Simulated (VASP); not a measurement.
Here is a VASP 6.6.1 calculation.

POSCAR

```
LiH
1.0
    0.0000000000      2.1451220099      2.1665732300
    2.1451220099      0.0000000000      2.1665732300
    2.1451220099      2.1451220099      0.0000000000
Li H
1 1
Direct
    0.0000000000      0.0000000000      0.0000000000
    0.2500000000      0.2500000000      0.2500000000
```

INCAR.step1

```
SYSTEM = LiH
ALGO = Normal
EDIFF = 1E-8
ENCUT = 500
GGA = PE
ISMEAR = 0
LASPH = .True.
LCHARG = .False.
LREAL = .False.
LWAVE = .True.
NELM = 80
PREC = Accurate
SIGMA = 0.01
```

Contents of INCAR.step2:

```
SYSTEM = LiH
ALGO = Exact
EDIFF = 1E-8
ENCUT = 500
GGA = PE
ISMEAR = 0
ISTART = 1
LASPH = .True.
LCHARG = .False.
LOPTICS = .True.
LREAL = .False.
LWAVE = .True.
NBANDS = 84
NELM = 1
PREC = Accurate
SIGMA = 0.01
```

Contents of INCAR.step3:

```
SYSTEM = LiH
ALGO = EVGW0
EDIFF = 1E-8
ENCUT = 500
ENCUTGW = 150.0
GGA = PE
ISMEAR = 0
ISTART = 1
LASPH = .True.
LCHARG = .False.
LREAL = .False.
LWAVE = .False.
NBANDS = 84
NBANDSGW = 9
NELMGW = 1
NOMEGA = 96
OMEGAMAX = 20
PREC = Accurate
PRECFOCK = Fast
SIGMA = 0.01
```

File KPOINTS:

```
k-points
0
Gamma
  6 6 6
  0 0 0
```

Potentials or basis: VASP PAW PBE potentials, release 64 (Li_GW, H_GW).

Launch:

```bash
$ cat potpaw_PBE.64/Li_GW/POTCAR potpaw_PBE.64/H_GW/POTCAR > POTCAR
$ cp INCAR.step1 INCAR
$ mpirun -np 1 vasp_std > vasp.out
$ cp INCAR.step2 INCAR
$ mpirun -np 1 vasp_std > vasp.out
$ cp INCAR.step3 INCAR
$ mpirun -np 1 vasp_std > vasp.out
```

Q: Estimate the quasiparticle gap.

A: 6.45 eV.

Q: Predict the least direct quasiparticle gap.

A: 7.48 eV.

Q: Predict the band gap of the starting levels on the mesh.

A: 4.25 eV.

Q: Predict the least direct gap of the starting levels on the mesh.

A: 5.24 eV.

Caveat: the k points lie up to 0.42 Å⁻¹ apart; bands, screening cutoff and mesh are small and nothing is extrapolated, so the quasiparticle values aren't converged; the structure was generated, so it needn't be the stable form of LiH.
